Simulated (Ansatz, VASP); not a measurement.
# One calculation of CoC3, two programs

INCAR

```
ALGO = Normal
EDIFF = 1E-7
EDIFFG = -0.01
ENCUT = 600
GGA = PE
IBRION = 2
ISIF = 3
ISMEAR = 0
LASPH = T
LCHARG = F
LREAL = F
LWAVE = F
NELM = 60
NSW = 100
PREC = Accurate
SIGMA = 0.1
```

KPOINTS

```
k-points
0
Gamma
  14 14 14
```

Contents of POSCAR:

```
CoC3
1.0
    3.1159933581      0.0000000000      0.0000000000
    0.0000000000      3.1159933581      0.0000000000
    0.0000000000      0.0000000000      3.1159933581
Co C
1 3
Direct
    0.0000000000      0.0000000000      0.0000000000
    0.0000000000      0.5000000000      0.5000000000
    0.5000000000      0.0000000000      0.5000000000
    0.5000000000      0.5000000000      0.0000000000
```

Input for Ansatz:

```yaml
crystal:
  lattice:
    - [3.1159933581, 0.0, 0.0]
    - [0.0, 3.1159933581, 0.0]
    - [0.0, 0.0, 3.1159933581]
  atoms:
    - { symbol: Co, position: [0.0, 0.0, 0.0] }
    - { symbol: C, position: [0.0, 0.5, 0.5] }
    - { symbol: C, position: [0.5, 0.0, 0.5] }
    - { symbol: C, position: [0.5, 0.5, 0.0] }
basis:
  ecutwfc: 420
kpoints:
  mp_grid: { grid: [14, 14, 14] }
hamiltonian:
  xc: pbe
scf:
  occupations: { method: gaussian, width: 0.1 }
output:
  forces: true
  stress: true
  eigenvalues: true
relax:
  adjacent_minimum: "off"
  f_tol: 0.01
  max_steps: 80
  cell: { stress_tol: 0.05 }
```

Alike in both runs: task relaxation of cell and atoms; functional PBE; k mesh 14 × 14 × 14; occupations gaussian, width 0.1 eV; no spin polarisation.

|  | VASP | Ansatz |
| --- | --- | --- |
| version | VASP 6.6.1 | Ansatz 0.2.0 |
| potentials or method | VASP PAW PBE potentials, release 64 (Co, C), cutoff 600 eV | scalar-relativistic, plane waves, PAW |
| valence electrons in the cell | 21 | 29 |

VASP gave:

* gap on the k mesh at the Fermi level, each at its own relaxed structure (eV): none
* relaxed volume (Å³/atom): 7.58
* relaxed cell length with the largest relative difference (Å): 3.118

Which values does Ansatz return?

gap on the k mesh at the Fermi level, each at its own relaxed structure (eV): none; relaxed volume (Å³/atom): 7.58; relaxed cell length with the largest relative difference (Å): 3.119.

A gap of «none» marks a metal or a gap that the smearing closes. VASP's potentials hold 21 valence electrons a cell and Ansatz's 29, so a difference there can come from the potentials and not from the codes.
